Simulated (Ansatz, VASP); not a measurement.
# One calculation of Rb, two programs

File INCAR:

```
  PREC = Accurate
  ENCUT = 520
  EDIFF = 1E-7
  ISMEAR = -1
  SIGMA = 0.05
  LREAL = False
  LASPH = True
  NELM = 80
  ALGO = Fast
  ISIF = 2
  LWAVE = False
  LCHARG = True
  GGA = PE
  LELF = True
  LVHAR = True
  NBANDS = 16
```

KPOINTS

```
regular mesh
0
Gamma
  6 6 3
```

Contents of POSCAR:

```
Rb
1.0
    5.0194389924      0.0000000000      0.0000000000
   -2.5097194962      4.3469616801      0.0000000000
    0.0000000000      0.0000000000      8.3279621290
Rb
2
Direct
    0.6666666667      0.3333333333      0.7500000000
    0.3333333333      0.6666666667      0.2500000000
```

The input input.yaml:

```yaml
crystal:
  lattice:
    - [5.0194389924, 0.0, 0.0]
    - [-2.5097194962, 4.3469616801, 0.0]
    - [0.0, 0.0, 8.327962129]
  atoms:
    - { symbol: Rb, position: [0.6666666667, 0.3333333333, 0.75] }
    - { symbol: Rb, position: [0.3333333333, 0.6666666667, 0.25] }
hamiltonian:
  xc: pbe
  pseudopotentials: { kind: paw }
kpoints:
  mp_grid: { grid: [6, 6, 3] }
scf:
  occupations: { method: fermi_dirac, width: 0.05 }
output:
  forces: true
  stress: true
  eigenvalues: true
```

Alike in both runs: task single point; functional PBE; k mesh 6 × 6 × 3; occupations fermi-dirac, width 0.05 eV; no spin polarisation.

|  | VASP | Ansatz |
| --- | --- | --- |
| version | VASP 6.6.1 | Ansatz 0.2.0 |
| potentials or method | VASP PAW PBE potentials, release 64 (Rb_sv) | Ansatz PAW |
| plane-wave cutoff (eV) | 520 | 420 |
| valence electrons in the cell | 18 | 18 |

|  | VASP | Ansatz | Ansatz less VASP |
| --- | --- | --- | --- |
| gap on the k mesh at the Fermi level (eV) | none | none | - |
| pressure (GPa) | 0.0 | 0.0 | 0.00 |
| traceless stress, the component that is largest in VASP (GPa) | -0.08 | -0.08 | 0.000 |

A gap of «none» marks a metal or a gap that the smearing closes.
